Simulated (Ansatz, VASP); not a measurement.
# CdTe: VASP beside Ansatz

```xyz
2
Lattice="0.0000 3.2144 3.3641 3.2144 0.0000 3.3641 3.2144 3.2144 0.0000" Properties=species:S:1:pos:R:3 pbc="T T T"
Cd    0.0000    0.0000    0.0000
Te    1.6072    1.6072    1.6820
```

Change from the starting cell: epitaxial_xy strain -2.0%.

Alike in both runs: task single point; functional HSE06; k mesh 4 × 4 × 4; no spin polarisation.

|  | VASP | Ansatz |
| --- | --- | --- |
| version | VASP 6.6.1 | Ansatz 0.2.0 |
| potentials or method | VASP PAW PBE potentials, release 64 (Cd, Te) | plane waves, PAW |
| plane-wave cutoff (eV) | 520 | 420 |
| occupations | gaussian, width 0.01 eV | fixed |
| valence electrons in the cell | 18 | 36 |

```csv
,VASP,Ansatz,Ansatz less VASP
gap on the k mesh at the Fermi level (eV),1.43,1.52,+0.085
pressure (GPa),0.8,0.8,+0.03
"traceless stress, the component that is largest in VASP (GPa)",-0.60,-0.60,+0.001
```

VASP's potentials hold 18 valence electrons a cell and Ansatz's 36, so a difference there can come from the potentials and not from the codes. Ansatz's warnings: stress exchange threshold loose, stress scf threshold loose.

Neither program's run includes spin-orbit coupling.
